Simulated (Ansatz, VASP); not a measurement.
## CdH6 in VASP and in Ansatz

INCAR

```
SYSTEM = CdH6
ALGO = Normal ; EDIFF = 1E-6
ENCUT = 520 ; GGA = PE
ISIF = 2 ; ISMEAR = 0
LASPH = .TRUE. ; LCHARG = .FALSE.
LREAL = .FALSE. ; LWAVE = .FALSE.
NBANDS = 18 ; NELM = 80
PREC = Accurate ; SIGMA = 0.1
```

Contents of KPOINTS:

```
k-points
0
G
  4 4 6
  0 0 0
```

Contents of POSCAR:

```
CdH6
1.0
    4.5321884600      0.0000000000      0.0000000000
    0.0000000000      4.5321884600      0.0000000000
    0.0000000000      0.0000000000      3.5596926900
Cd H
1 6
Direct
    0.0000000000      0.0000000000      0.9633807600
    0.2258818100      0.2258818100      0.4512058400
    0.7741181900      0.7741181900      0.4512058400
    0.7741181900      0.2258818100      0.4512058400
    0.2258818100      0.7741181900      0.4512058400
    0.5000000000      0.0000000000      0.0084999200
    0.0000000000      0.5000000000      0.0084999200
```

Input for Ansatz:

```yaml
crystal:
  lattice:
    - [4.53218846, 0.0, 0.0]
    - [0.0, 4.53218846, 0.0]
    - [0.0, 0.0, 3.55969269]
  atoms:
    - { symbol: Cd, position: [0.0, 0.0, 0.96338076] }
    - { symbol: H, position: [0.22588181, 0.22588181, 0.45120584] }
    - { symbol: H, position: [0.77411819, 0.77411819, 0.45120584] }
    - { symbol: H, position: [0.77411819, 0.22588181, 0.45120584] }
    - { symbol: H, position: [0.22588181, 0.77411819, 0.45120584] }
    - { symbol: H, position: [0.5, 0.0, 0.00849992] }
    - { symbol: H, position: [0.0, 0.5, 0.00849992] }
basis:
  ecutwfc: 420
kpoints:
  mp_grid: { grid: [4, 4, 6] }
hamiltonian:
  xc: pbe
scf:
  occupations: { method: gaussian, width: 0.1 }
  lower_state_search: "off"
output:
  forces: true
  stress: true
  eigenvalues: true
```

Alike in both runs: task single point; functional PBE; k mesh 4 × 4 × 6; occupations gaussian, width 0.1 eV; no spin polarisation.

|  | VASP | Ansatz |
| --- | --- | --- |
| version | VASP 6.6.1 | Ansatz 0.2.0 |
| potentials or method | VASP PAW PBE potentials, release 64 (Cd, H), cutoff 520 eV | scalar-relativistic, plane waves, PAW |
| valence electrons in the cell | 18 | 26 |

|  | VASP | Ansatz | Ansatz less VASP |
| --- | --- | --- | --- |
| gap on the k mesh at the Fermi level (eV) | none | none | - |
| pressure (GPa) | -10.0 | -10.0 | +0.01 |
| traceless stress, the component that is largest in VASP (GPa) | 1.15 | 1.13 | -0.016 |
| rms of the force components (eV/Å) | 0.119 | 0.120 | +0.0008 |

Atom by atom the forces differ by 0.001 eV/Å (rms over components). A gap of «none» marks a metal or a gap that the smearing closes. The functional is the same, so the differences come from potentials, cutoffs and numerics. VASP's potentials hold 18 valence electrons a cell and Ansatz's 26, so a difference there can come from the potentials and not from the codes.
